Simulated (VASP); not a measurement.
# Si8O16F (a cell with a defect) in VASP: notebook, part 2 of 2

VASP 6.6.1. The steps go on from the part before.

## Step 4: Single point, PBE+D3(BJ)

Input file INCAR:

```
PREC     = Accurate       # precision mode
ENCUT    = 520            # plane-wave cutoff, eV
EDIFF    = 1E-7           # SCF threshold, eV
ISMEAR   = 0              # smearing method
SIGMA    = 0.02           # smearing width, eV
LREAL    = Auto         
LASPH    = True           # aspherical terms in the spheres
NELM     = 100            # most SCF steps
ALGO     = Normal         # electronic algorithm
ISIF     = 2              # what is computed and relaxed
LWAVE    = False          # write WAVECAR
LCHARG   = False          # write CHGCAR
GGA      = PE             # functional
IVDW     = 12             # dispersion correction
NELECT   = 136.0        
NBANDS   = 86             # bands
```

Input file KPOINTS:

```
Automatic mesh
0
Gamma
  2 2 3
```

Input file POSCAR:

```
Si8O16F
1.0
   -4.1501000000     -4.1501000000      0.0000000000
    4.1501000000     -4.1501000000      0.0000000000
    0.0000000000      0.0000000000      5.3150000000
Si O F
8 16 1
Direct
    0.4958493771      0.4993880870     -0.0003132643
   -0.0056003470      0.4959314233      0.2480935089
    0.4864653864      0.4923245223      0.4999958608
   -0.0075198188      0.5178022216      0.7483294450
   -0.0094445917      0.0187397894      0.0124248354
    0.4974657237     -0.0086276234      0.2448539981
    0.0115964676      0.0074341582      0.5062329257
    0.4991678514     -0.0141559240      0.7477236124
    0.1874413870      0.5074339173     -0.0021920978
    0.0820032047      0.2031104070      0.2888442145
    0.7990470109      0.5527408978     -0.0119676388
   -0.0018771837      0.8158558830      0.2545510818
    0.1862332233      0.5204760126      0.5062720602
    0.0024060866      0.2053532445      0.7519753528
    0.7971827185      0.4983701598      0.4945162747
    0.0024029541      0.8182652225      0.7489793039
    0.6772813908     -0.0622022361     -0.0151450611
    0.4888114744      0.6880329390      0.2541772342
    0.3001604781     -0.0064383991     -0.0038419567
    0.4708875690      0.3047708489      0.2538445908
    0.6984540132      0.0032579938      0.4944839135
    0.4871099492      0.6819201947      0.7416741298
    0.3151192742     -0.0180825763      0.5066372531
    0.4985107588      0.2970001928      0.7541571025
    0.7928084865      0.2286208766      0.1112822201
```

Potentials or basis: VASP PAW PBE potentials, release 64 (Si, O, F).

Command:

```console
> cat potpaw_PBE.64/Si/POTCAR potpaw_PBE.64/O/POTCAR potpaw_PBE.64/F/POTCAR > POTCAR
> mpirun -np 1 vasp_std > vasp.out
```

OUTCAR:

```text
PREC = Accurate
   ENCUT = 520
   EDIFF = 1E-7
   ISMEAR = 0
   LREAL = Auto
   LASPH = True
   NELM = 100
   ISIF = 2
   GGA = PE
   IVDW = 12
   NELECT = 136.0
 IVDW          = 12

 ion  position               nearest neighbor table
   1  0.496  0.499  1.000-  22 1.74  18 1.75  24 1.76  20 1.78  11 1.81   9 1.81  25 2.43   3 2.66
                             3 2.66
   2  0.994  0.496  0.248-  15 1.75   9 1.75  13 1.78  10 1.81  11 1.83  12 1.88  25 2.10   4 2.66
                             4 2.66   5 3.07
   3  0.486  0.492  0.500-  22 1.70  20 1.71  18 1.74  13 1.77  24 1.77  15 1.82   1 2.66   1 2.66
[... 12 lines left out ...]
  10  0.082  0.203  0.289-   7 1.68   2 1.81   5 1.90
  11  0.799  0.553  0.988-   4 1.72   1 1.81   2 1.83
  12  0.998  0.816  0.255-   7 1.75   5 1.75   2 1.88
  13  0.186  0.520  0.506-   4 1.72   3 1.77   2 1.78
  14  0.002  0.205  0.752-   7 1.75   5 1.77   4 1.83
[... 8 lines left out ...]
  23  0.315  0.982  0.507-   8 1.68   6 1.76   7 1.79
  24  0.499  0.297  0.754-   1 1.76   3 1.77   8 1.83
  25  0.793  0.229  0.111-   5 1.77   2 2.10   6 2.33   1 2.43

  LATTYP: Found a simple tetragonal cell.
 ALAT       =     5.8691277052
 C/A-ratio  =     0.9055860201

  Lattice vectors:

 A1 = (  -4.1501000000,  -4.1501000000,   0.0000000000)
 A2 = (   4.1501000000,  -4.1501000000,   0.0000000000)
 A3 = (   0.0000000000,   0.0000000000,   5.3150000000)

Analysis of symmetry for initial positions (statically):
=====================================================================
 Subroutine PRICEL returns:
 Original cell was already a primitive cell.

 Routine SETGRP: Setting up the symmetry group for a
 simple tetragonal supercell.

 Subroutine GETGRP returns: Found  1 space group operations
 (whereof  1 operations were pure point group operations)
 out of a pool of 16 trial point group operations.
[... 165 lines left out ...]
  volume/ion in A,a.u.               =       7.32        49.42
  Fermi-wavevector in a.u.,A,eV,Ry     =   1.482647  2.801796 29.908887  2.198241
  Thomas-Fermi vector in A             =   2.596407
   LORBIT       =      0    0 simple, 1 ext, 2 COOP (PROOUT), +10 PAW based schemes
   GGA     = PE    functional components
   LHFCALC =     F    Hartree Fock is set to
   AEXX    =    0.0000 exact exchange contribution
   IVDW    =    12    specifies the selected vdW correction
   LEPSILON=     F    determine dielectric tensor
   LRPA    =     F    only Hartree local field effects (RPA)
 non-spin polarized calculation
 Gauss-broadening in eV      SIGMA  =   0.02
  energy-cutoff  :      520.00
  volume of cell :      183.08
 maximum number of plane-waves:      4948
 NGX is ok and might be reduce to    48
   NGX = 21   NGY = 21   NGZ = 19

 number of electron     135.9999980 magnetization

 Free energy of the ion-electron system (eV)
  ---------------------------------------------------
  ext. energy  EPLUGINS =         0.00000000
  ---------------------------------------------------
  free energy    TOTEN  =      -170.36321405 eV

  energy without entropy =     -170.36321405  energy(sigma->0) =     -170.36321405

 E-fermi :   9.5184     XC(G=0): -12.6524

 val. band max:        9.3958795139   @ k =   0.0000   0.0000   0.3333
 cond. band min:      14.5964207554   @ k =   0.0000   0.0000   0.0000
 fundamental gap:      5.2005412415
 Fermi energy:         9.5184121656

 k-point     1 :       0.0000    0.0000    0.0000
  band No.  band energies     occupation
      1     -15.3066      2.00000
      2     -13.5190      2.00000
      3     -12.1519      2.00000
      4     -12.0726      2.00000
      5     -11.3747      2.00000
      6     -11.1499      2.00000
[... 653 lines left out ...]
     79      18.9101      0.00000
     80      19.1069      0.00000
 [bands above 80 left out]

------------------------ aborting loop because EDIFF is reached ----------------------------------------

 Edisp (eV)   -6.11215

 E8    (eV) :    -2.0854

  FORCE on cell =-STRESS in cart. coord.  units (eV):
  Direction    XX          YY          ZZ          XY          YZ          ZX
  --------------------------------------------------------------------------------------
  -------------------------------------------------------------------------------------
  Total      44.34739    47.54158    40.28400     1.08890    -3.80802    -4.06061
  in kB     388.08622   416.03878   352.52731     9.52902   -33.32420   -35.53461
  external pressure =      385.55 kB  Pullay stress =        0.00 kB

 VOLUME and BASIS-vectors are now :
 -----------------------------------------------------------------------------
  energy-cutoff  :      520.00
  volume of cell :      183.08
      direct lattice vectors                 reciprocal lattice vectors
    -4.150100000 -4.150100000  0.000000000    -0.120479025 -0.120479025  0.000000000
     4.150100000 -4.150100000  0.000000000     0.120479025 -0.120479025  0.000000000
     0.000000000  0.000000000  5.315000000     0.000000000  0.000000000  0.188146754

 POSITION                                       TOTAL-FORCE (eV/Angst)
 -----------------------------------------------------------------------------------
      0.01469     -4.13033      5.31334         0.000836     -0.002844      0.006797
     -2.06869     -6.18502      1.31862         0.016395     -0.033068     -0.001302
      0.02432     -4.06208      2.65748         0.002143      0.001713     -0.001750
     -1.96996     -6.26782      3.97737         0.000021     -0.002340     -0.002796
     -4.03313     -4.18868      0.06604        -0.096226      0.007228     -0.036133
      2.04976     -6.17883      1.30140         0.024421      0.011378      0.007773
[... 17 lines left out ...]
     -0.83629     -3.30145      4.00834        -0.022452      0.015151     -0.007466
     -2.34143     -4.23903      0.59146         0.085149      0.008851      0.019043
 -----------------------------------------------------------------------------------
    total drift:                               -0.001733      0.009573      0.002041

  FREE ENERGIE OF THE ION-ELECTRON SYSTEM (eV)
  ---------------------------------------------------
  free  energy   TOTEN  =      -176.4753682554 eV

  energy  without entropy=     -176.4753682554  energy(sigma->0) =     -176.47536826
```

OSZICAR:

```text
N       E                     dE             d eps       ncg     rms          rms(c)
DAV:   1     0.779743954519E+03    0.77974E+03   -0.78009E+04  1376   0.156E+03
DAV:   2    -0.150801626186E+03   -0.93055E+03   -0.91124E+03  1632   0.350E+02
DAV:   3    -0.191423523405E+03   -0.40622E+02   -0.40430E+02  1696   0.755E+01
DAV:   4    -0.191823856369E+03   -0.40033E+00   -0.39939E+00  1656   0.834E+00
DAV:   5    -0.191828732145E+03   -0.48758E-02   -0.48708E-02  1632   0.849E-01    0.372E+01
DAV:   6    -0.170196056567E+03    0.21633E+02   -0.79764E+01  1552   0.317E+01    0.169E+01
DAV:   7    -0.170292860799E+03   -0.96804E-01   -0.31990E+00  1656   0.632E+00    0.608E+00
DAV:   8    -0.170335584139E+03   -0.42723E-01   -0.14355E-01  1600   0.187E+00    0.257E+00
DAV:   9    -0.170361366595E+03   -0.25782E-01   -0.46451E-02  1648   0.120E+00    0.448E-01
DAV:  10    -0.170362908186E+03   -0.15416E-02   -0.59190E-03  1664   0.354E-01    0.324E-01
DAV:  11    -0.170363114116E+03   -0.20593E-03   -0.10392E-03  1560   0.181E-01    0.140E-01
DAV:  12    -0.170363200398E+03   -0.86283E-04   -0.19164E-04  1624   0.659E-02    0.291E-02
DAV:  13    -0.170363213721E+03   -0.13323E-04   -0.24491E-05  1592   0.208E-02    0.107E-02
DAV:  14    -0.170363213973E+03   -0.25159E-06   -0.21164E-06  1648   0.786E-03    0.543E-03
DAV:  15    -0.170363214088E+03   -0.11494E-06   -0.99827E-07  1576   0.549E-03    0.205E-03
DAV:  16    -0.170363214051E+03    0.36765E-07   -0.14233E-07   888   0.211E-03
   1 F= -.17647537E+03 E0= -.17647537E+03  d E =-.939270E-19
```

It took 6.9 min on 1 thread of Oxide Virtual Turin-like, shared host; peak memory 0.29 GiB.

Results:

```yaml
Free_energy: -176.4754 eV
Largest_force: 0.103 eV/Å
Dispersion_energy_per_atom: -0.244 eV
```

Forces in eV/Å, atoms in the order of the input:
```
Si   0.001 -0.003  0.007
Si   0.016 -0.033 -0.001
Si   0.002  0.002 -0.002
Si   0.000 -0.002 -0.003
Si  -0.096  0.007 -0.036
Si   0.024  0.011  0.008
Si  -0.021  0.010  0.009
Si   0.017  0.021 -0.013
O   -0.012 -0.013 -0.007
O    0.017 -0.015 -0.017
O   -0.002  0.023  0.013
O   -0.014  0.023  0.005
O   -0.017 -0.003 -0.001
O    0.016 -0.006  0.001
O    0.011  0.012  0.010
O    0.005 -0.002  0.011
O   -0.021 -0.037  0.031
O    0.006 -0.013 -0.001
O    0.011  0.008 -0.006
O   -0.026  0.010 -0.006
O   -0.010 -0.016 -0.002
O    0.007 -0.020  0.008
O    0.023  0.011 -0.022
O   -0.022  0.015 -0.007
F    0.085  0.009  0.019
```

Caveat: the k points lie up to 0.54 Å⁻¹ apart; the cell carries a net charge on a neutralising background, which shifts energy and pressure; the cell is charged against a uniform background, so pressure and absolute levels hang on convention.
